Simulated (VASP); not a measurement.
A run of VASP 6.6.1 is set up as follows.

The input INCAR:

```
SYSTEM = TiN
PREC = Accurate ; ENCUT = 520
EDIFF = 1E-6 ; ISMEAR = 0
SIGMA = 0.1 ; LREAL = .False.
LASPH = .True. ; NELM = 120
ALGO = Normal ; ISIF = 2
LWAVE = .False. ; LCHARG = .True.
LDIPOL = .True. ; IDIPOL = 3
DIPOL = 0.5 0.5 0.500 ; GGA = PE
LELF = .True. ; LVHAR = .True.
LVACPOTAV = .True. ; NBANDS = 63
GGA_COMPAT = .False. ; NELMDL = -8
```

File KPOINTS:

```
regular mesh
0
Gamma
  12 12 1
  0 0 0
```

Contents of POSCAR:

```
TiN
1.0
    2.9726300466      0.0000000000      0.0000000000
    0.0000000000      2.9726300466      0.0000000000
    0.0000000000      0.0000000000     25.5098343195
Ti N
6 6
Direct
    0.5000000000      0.5000000000      0.2940042615
    0.0000000000      0.0000000000      0.3764025569
    0.5000000000      0.5000000000      0.4588008523
    0.0000000000      0.0000000000      0.5411991477
    0.5000000000      0.5000000000      0.6235974431
    0.0000000000      0.0000000000      0.7059957385
    0.0000000000      0.0000000000      0.2940042615
    0.5000000000      0.5000000000      0.3764025569
    0.0000000000      0.0000000000      0.4588008523
    0.5000000000      0.5000000000      0.5411991477
    0.0000000000      0.0000000000      0.6235974431
    0.5000000000      0.5000000000      0.7059957385
```

Potentials or basis: VASP PAW PBE potentials, release 64 (Ti_sv, N).

The run is started by

```bash
$ cat potpaw_PBE.64/Ti_sv/POTCAR potpaw_PBE.64/N/POTCAR > POTCAR
$ mpirun -np 1 vasp_std > vasp.out
```

Question: Estimate the largest force.

Answer: 1.842 eV/Å.

Question: Estimate the band gap on the k mesh.

Answer: Zero (bands 51 and 52 overlap by 2.69 eV).

Forces in eV/Å, atoms in the order of the input:
```
Ti   0.000  0.000  1.842
Ti   0.000  0.000  0.111
Ti   0.000  0.000 -0.123
Ti   0.000  0.000  0.123
Ti   0.000  0.000 -0.111
Ti   0.000  0.000 -1.842
N    0.000  0.000 -1.491
N    0.000  0.000 -0.939
N    0.000  0.000  0.163
N    0.000  0.000 -0.163
N    0.000  0.000  0.939
N    0.000  0.000  1.491
```
